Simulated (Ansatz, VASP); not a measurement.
**Si6Ru in VASP and in Ansatz**

```
CELL_PARAMETERS angstrom
7.27782 0.00000 0.00000
0.00000 7.45156 0.00000
0.00000 0.00000 4.25395
ATOMIC_POSITIONS crystal
Si 0.00000 0.00000 0.91468
Si 0.50000 0.00000 0.86936
Si 0.76044 0.00000 0.54443
Si 0.23956 0.00000 0.54443
Si 0.00000 0.68710 0.06884
Si 0.50000 0.72115 0.10841
Si 0.75597 0.67824 0.47274
Si 0.24403 0.67824 0.47274
Si 0.00000 0.31290 0.06884
Si 0.50000 0.27885 0.10841
Si 0.75597 0.32176 0.47274
Si 0.24403 0.32176 0.47274
Ru 0.72579 0.50000 0.94149
Ru 0.27421 0.50000 0.94149
```

Change from the starting cell: the structure that the rattled cell fell into.

Alike in both runs: functional PBE; k mesh 4 × 4 × 8; occupations gaussian, width 0.1 eV; no spin polarisation.

Ansatz relaxed the structure, and its values are those at the end. VASP's run is a single point on that final structure, the one shown.

|  | VASP | Ansatz |
| --- | --- | --- |
| version | VASP 6.6.1 | Ansatz 0.2.0 |
| potentials or method | VASP PAW PBE potentials, release 64 (Si, Ru_pv), cutoff 520 eV | scalar-relativistic, plane waves, PAW |
| valence electrons in the cell | 76 | 80 |

|  | VASP | Ansatz | Ansatz less VASP |
| --- | --- | --- | --- |
| gap on the k mesh at the Fermi level (eV) | none | none | - |
| pressure (GPa) | -0.1 | 0.0 | +0.06 |
| rms of the force components (eV/Å) | 0.005 | 0.001 | -0.0034 |

A gap of «none» marks a metal or a gap that the smearing closes. VASP's potentials hold 76 valence electrons a cell and Ansatz's 80, so a difference there can come from the potentials and not from the codes.
